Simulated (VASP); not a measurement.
A run of VASP 6.6.1:

The input INCAR:

```
SYSTEM = SnO2
PREC = Accurate ; ENCUT = 520
EDIFF = 1E-6 ; ISMEAR = 0
SIGMA = 0.05 ; LREAL = .FALSE.
LASPH = .TRUE. ; NELM = 60
ALGO = Normal ; ISIF = 2
LWAVE = .FALSE. ; LCHARG = .FALSE.
GGA = CA ; NBANDS = 35
```

File KPOINTS:

```
Automatic mesh
0
G
  6 6 8
  0 0 0
```

The input POSCAR:

```
SnO2
1.0
    4.4907696718      0.0000000000      0.0000000000
    0.0000000000      4.4913213421      0.0000000000
    0.0000000000      0.0000000000      3.0339885145
Sn O
2 4
Direct
    0.5000000000      0.5000000000      0.5000000000
    0.0000000000      0.0000000000      0.0000000000
    0.3059833077      0.3061758397      0.0000000000
    0.8059833077      0.1938241603      0.5000000000
    0.1940166923      0.8061758397      0.5000000000
    0.6940166923      0.6938241603      0.0000000000
```

Potentials or basis: VASP PAW LDA potentials, release 64 (Sn_d, O).

Launch:

```console
$ cat potpaw_LDA.64/Sn_d/POTCAR potpaw_LDA.64/O/POTCAR > POTCAR
$ mpirun -np 1 vasp_std > vasp.out
```

Hardware: 1 thread of Intel(R) Xeon(R) 6975P-C (Granite Rapids), on a shared host.

Problem. Estimate the wall time of this run.

Solution. Run time: 50 s on 1 thread of Intel(R) Xeon(R) 6975P-C (Granite Rapids) (shared host), peak memory 0.24 GiB. Counts: scf iterations 13, k points 80.
